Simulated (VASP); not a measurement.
## Ir: single point with revPBE

Crystal: Ir.

```
CELL_PARAMETERS angstrom
4.27153 0.00000 0.00000
-2.13577 3.69926 0.00000
0.00000 0.00000 2.63894
ATOMIC_POSITIONS crystal
Ir 0.00000 0.00000 0.00000
Ir 0.33333 0.66667 0.50000
Ir 0.66667 0.33333 0.50000
```

This cell differs from its parent crystal: volume scaled by 0.92.

```
Program             : VASP 6.6.1
Task                : single point
Functional          : revPBE
Potentials or basis : VASP PAW PBE potentials, release 64 (Ir)
Cutoff              : 520 eV
k mesh              : 11 × 11 × 15
Occupations         : fermi-dirac, width 0.1 eV
Spin                : no spin polarisation
```

```json
{
  "Pressure": "32.6 GPa"
}
```

Stress tensor (GPa, compression positive):
```
33.90  0.00  0.00
 0.00 33.90  0.00
 0.00  0.00 29.87
```

Levels at points of the mesh, in eV from the Fermi level:
| k point | band 10 | band 11 | band 12 | band 13 | band 14 | band 15 | band 16 | band 17 | band 18 | band 19 |
| --- | --- | --- | --- | --- | --- | --- | --- | --- | --- | --- |
| (0.00, 0.00, 0.00) | -3.28 | -2.24 | -2.24 | -2.18 | -2.18 | 1.29 | 1.29 | 6.50 | 7.84 | 8.88 |

Run time: 93 s on 1 thread of AMD EPYC 9R45 (Zen 5), on a shared host, peak memory 0.18 GiB.

Caveat: the PAW data sets were made with another functional, which shifts forces and pressure a little; spin-orbit coupling is left out, which moves the levels of the heavy elements.
